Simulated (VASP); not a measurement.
Hf7Cl:

```xyz
8
Lattice="6.8103 0.0000 0.0000 -3.4052 5.8979 0.0000 0.0000 0.0000 5.5172" Properties=species:S:1:pos:R:3 pbc="T T T"
Hf    0.0000    1.9651    2.7586
Hf    1.7033    4.9154    2.7586
Hf   -1.7033    4.9154    2.7586
Hf    5.0953    0.9902    0.0000
Hf    1.7151    0.9902    0.0000
Hf    3.4052    3.9175    0.0000
Hf    0.0000    3.9319    0.0000
Cl    3.4052    1.9660    2.7586
```

The cell was generated, and may not be a known phase.

```yaml
Program: VASP 6.6.1
Task: relaxation of cell and atoms
Functional: PBE
Potentials_or_basis: VASP PAW PBE potentials, release 64 (Hf_pv, Cl)
Cutoff: 600 eV
k_mesh: 3 × 3 × 3
Occupations: gaussian, width 0.2 eV
Spin: no spin polarisation
```

At the start: pressure -14.5 GPa; volume 27.70 Å³/atom.

Task: How do energy, volume and symmetry change on relaxing?

Result: Over 6 steps the energy falls by 317.4 meV/atom and the volume is 21.90 Å³/atom (-20.9 %); space group P-6m2 (No. 187, to 0.1 Å) before and after.

Step by step:
```tsv
step	energy change (eV)	largest force (eV/Å)	pressure (GPa)	volume (Å³)
1	0.0000	0.5329	-14.54	221.61
2	-1.1907	0.3373	19.14	150.36
3	-2.5237	0.2479	-0.29	175.98
4	-2.5243	0.2356	0.17	175.14
5	-2.5356	0.1344	0.18	175.16
6	-2.5392	0.0286	0.22	175.18
```

Final structure:
```cif
data_structure
_symmetry_space_group_name_H-M 'P 1'
_symmetry_Int_Tables_number 1
_cell_length_a 6.2698
_cell_length_b 6.2698
_cell_length_c 5.1459
_cell_angle_alpha 90.000
_cell_angle_beta 90.000
_cell_angle_gamma 120.000
_cell_volume 175.18
loop_
_atom_site_label
_atom_site_type_symbol
_atom_site_fract_x
_atom_site_fract_y
_atom_site_fract_z
_atom_site_occupancy
Hf1 Hf 0.16785 0.33570 0.50000 1
Hf2 Hf 0.66430 0.83215 0.50000 1
Hf3 Hf 0.16785 0.83215 0.50000 1
Hf4 Hf 0.83532 0.16468 0.00000 1
Hf5 Hf 0.32937 0.16468 0.00000 1
Hf6 Hf 0.83532 0.67063 0.00000 1
Hf7 Hf 0.33333 0.66667 0.00000 1
Cl1 Cl 0.66667 0.33333 0.50000 1
```

Caveat: the k points lie up to 0.41 Å⁻¹ apart in the final cell, too coarse for converged energies and pressures of a metal; the volume moved by over 15 % at a fixed basis, so the end points are rough.
